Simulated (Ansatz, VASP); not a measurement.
## ZnSe in VASP and in Ansatz

The input POSCAR:

```
ZnSe
1.0
    0.0000000000      2.8893788162      2.8893788162
    2.8893788162      0.0000000000      2.8893788162
    2.8893788162      2.8893788162      0.0000000000
Se Zn
1 1
Direct
    0.7500000000      0.7500000000      0.7500000000
    0.0000000000      0.0000000000      0.0000000000
```

Contents of INCAR.step1:

```
SYSTEM = ZnSe
ALGO     = Normal         ! electronic algorithm
EDIFF    = 1E-5           ! SCF threshold, eV
ENCUT    = 520            ! plane-wave cutoff, eV
GGA      = PE             ! functional
ISIF     = 2              ! what is computed and relaxed
ISMEAR   = -1             ! smearing method
LASPH    = .True.         ! aspherical terms in the spheres
LREAL    = .False.        ! projectors in reciprocal space
LWAVE    = .True.         ! write WAVECAR
NBANDS   = 16             ! bands
NELM     = 80             ! most SCF steps
PREC     = Accurate       ! precision mode
SIGMA    = 0.05           ! smearing width, eV
```

INCAR.step2

```
SYSTEM = ZnSe
AEXX     = 0.1            ! exact-exchange fraction
ALGO     = Normal         ! electronic algorithm
EDIFF    = 1E-6           ! SCF threshold, eV
ENCUT    = 520            ! plane-wave cutoff, eV
ISIF     = 2              ! what is computed and relaxed
ISMEAR   = -1             ! smearing method
ISTART   = 1            
LASPH    = .True.         ! aspherical terms in the spheres
LCHARG   = .True.         ! write CHGCAR
LELF     = .True.         ! ELF
LHFCALC  = .True.         ! exact exchange
LMIXTAU  = .True.       
LREAL    = .False.        ! projectors in reciprocal space
LVHAR    = .True.       
LWAVE    = .False.        ! write WAVECAR
METAGGA  = R2SCAN         ! meta-GGA
NBANDS   = 16             ! bands
NELM     = 80             ! most SCF steps
PREC     = Accurate       ! precision mode
PRECFOCK = Normal       
SIGMA    = 0.05           ! smearing width, eV
```

File KPOINTS:

```
k-points
0
Gamma
  4 4 4
  0 0 0
```

File input.yaml:

```yaml
crystal:
  lattice:
    - [0.0, 2.8893788162, 2.8893788162]
    - [2.8893788162, 0.0, 2.8893788162]
    - [2.8893788162, 2.8893788162, 0.0]
  atoms:
    - { symbol: Se, position: [0.75, 0.75, 0.75] }
    - { symbol: Zn, position: [0.0, 0.0, 0.0] }
hamiltonian:
  xc: r2scanh
  pseudopotentials: { kind: paw }
kpoints:
  mp_grid: { grid: [4, 4, 4] }
scf:
  occupations: { method: fermi_dirac, width: 0.05 }
output:
  forces: true
  stress: true
  eigenvalues: true
```

Alike in both runs: task single point; functional r2SCANh; k mesh 4 × 4 × 4; occupations fermi-dirac, width 0.05 eV; no spin polarisation.

|  | VASP | Ansatz |
| --- | --- | --- |
| version | VASP 6.6.1 | Ansatz 0.2.0 |
| potentials or method | VASP PAW PBE potentials, release 64 (Se, Zn) | Ansatz PAW |
| plane-wave cutoff (eV) | 520 | 500 |
| valence electrons in the cell | 18 | 28 |

Ansatz gave:

* gap on the k mesh at the Fermi level (eV): 2.23
* least direct gap on the mesh (eV): 2.23
* pressure (GPa): -3.3

Which values does VASP return?

gap on the k mesh at the Fermi level (eV): 2.24; least direct gap on the mesh (eV): 2.24; pressure (GPa): -3.3.

VASP's potentials were made for PBE, not for r2SCANh. VASP's potentials hold 18 valence electrons a cell and Ansatz's 28, so a difference there can come from the potentials and not from the codes.

The k mesh is coarse, so the values compare programs but aren't converged.
